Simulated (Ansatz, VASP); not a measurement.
## TaC5: VASP beside Ansatz

```
CELL_PARAMETERS angstrom
-2.25891 2.25891 2.67699
2.25891 -2.25891 2.67699
2.25891 2.25891 -2.67699
ATOMIC_POSITIONS crystal
Ta 0.50000 0.50000 0.00000
C 0.62559 0.12559 0.50000
C 0.12559 0.62559 0.50000
C 0.37441 0.87441 0.50000
C 0.87441 0.37441 0.50000
C 0.00000 0.00000 0.00000
```

Alike in both runs: task relaxation of cell and atoms; functional PBE; k mesh 12 × 12 × 12; occupations gaussian, width 0.1 eV; no spin polarisation.

|  | VASP | Ansatz |
| --- | --- | --- |
| version | VASP 6.6.1 | Ansatz 0.2.0 |
| potentials or method | VASP PAW PBE potentials, release 64 (Ta_pv, C), cutoff 600 eV | scalar-relativistic, plane waves, PAW |
| valence electrons in the cell | 31 | 33 |

```tsv
	VASP	Ansatz	Ansatz less VASP
gap on the k mesh at the Fermi level, each at its own relaxed structure (eV)	none	none	-
relaxed volume (Å³/atom)	9.15	9.15	-0.002
relaxed length of the cell vector where the two differ most in proportion (Å)	4.172	4.172	0.0000
```

A gap of «none» marks a metal or a gap that the smearing closes. VASP's potentials hold 31 valence electrons a cell and Ansatz's 33, so a difference there can come from the potentials and not from the codes.

Neither program's run includes spin-orbit coupling.
